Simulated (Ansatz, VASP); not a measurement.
Two plane-wave programs on Al2BSe

```
Al B Se
1.0
     3.56391    0.00000    0.00000
    -1.78195    3.08643    0.00000
     0.00000    0.00000    5.58523
Al B Se
2 1 1
Direct
  0.33333 0.66667 0.83306
  0.66667 0.33333 0.16694
  0.00000 0.00000 0.00000
  0.00000 0.00000 0.50000
```

Alike in both runs: task relaxation of cell and atoms; functional PBE; k mesh 15 × 15 × 8; occupations gaussian, width 0.1 eV; no spin polarisation.

|  | VASP | Ansatz |
| --- | --- | --- |
| version | VASP 6.6.1 | Ansatz 0.2.0 |
| potentials or method | VASP PAW PBE potentials, release 64 (Al, B, Se), cutoff 600 eV | scalar-relativistic, plane waves, PAW |
| valence electrons in the cell | 15 | 25 |

|  | VASP | Ansatz | Ansatz less VASP |
| --- | --- | --- | --- |
| gap on the k mesh at the Fermi level, each at its own relaxed structure (eV) | none | none | - |
| relaxed volume (Å³/atom) | 15.35 | 15.35 | +0.005 |
| relaxed length of the cell vector where the two differ most in proportion (Å) | 3.543 | 3.544 | +0.0009 |

A gap of «none» marks a metal or a gap that the smearing closes. VASP's potentials hold 15 valence electrons a cell and Ansatz's 25, so a difference there can come from the potentials and not from the codes.
